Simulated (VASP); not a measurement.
Set up this calculation in VASP 6.6.1, as the native input.

- Task: single point
- Functional: PBE
- Potentials or basis: VASP PAW PBE potentials, release 64 (Y_sv)
- Cutoff: 520 eV
- k mesh: 8 × 8 × 5
- Occupations: fermi-dirac, width 0.05 eV
- Spin: no spin polarisation
- Dipole correction: no
- Further INCAR settings: ALGO = Normal; EDIFF = 1e-06; NBANDS = 18

The structure of Y lies in POSCAR:

```
Y
1.0
    3.6533180422      0.0000000000      0.0000000000
   -1.8266590211      3.1638662326      0.0000000000
    0.0000000000      0.0000000000      5.6958813516
Y
2
Direct
    0.6666666667      0.3333333333      0.7500000000
    0.3333333333      0.6666666667      0.2500000000
```

The input as run:

INCAR

```
SYSTEM = Y
PREC = Accurate
ENCUT = 520
EDIFF = 1E-6
ISMEAR = -1
SIGMA = 0.05
LREAL = .FALSE.
LASPH = .TRUE.
NELM = 60
ALGO = Normal
ISIF = 2
LWAVE = .FALSE.
LCHARG = .FALSE.
GGA = PE
NBANDS = 18
```

KPOINTS

```
Automatic mesh
0
G
  8 8 5
  0 0 0
```

Potentials or basis: VASP PAW PBE potentials, release 64 (Y_sv).

Command:

```sh
$ cat potpaw_PBE.64/Y_sv/POTCAR > POTCAR
$ mpirun -np 1 vasp_std > vasp.out
```

It gave:

| Item | Value |
| --- | --- |
| Pressure | -0.1 GPa |
| Band gap on the k mesh | zero (bands 11 and 12 overlap by 1.38 eV) |

Wall time 26 s on 1 thread of Intel(R) Xeon(R) Platinum 8488C (Sapphire Rapids), with other jobs on the host, peak memory 0.2 GiB.
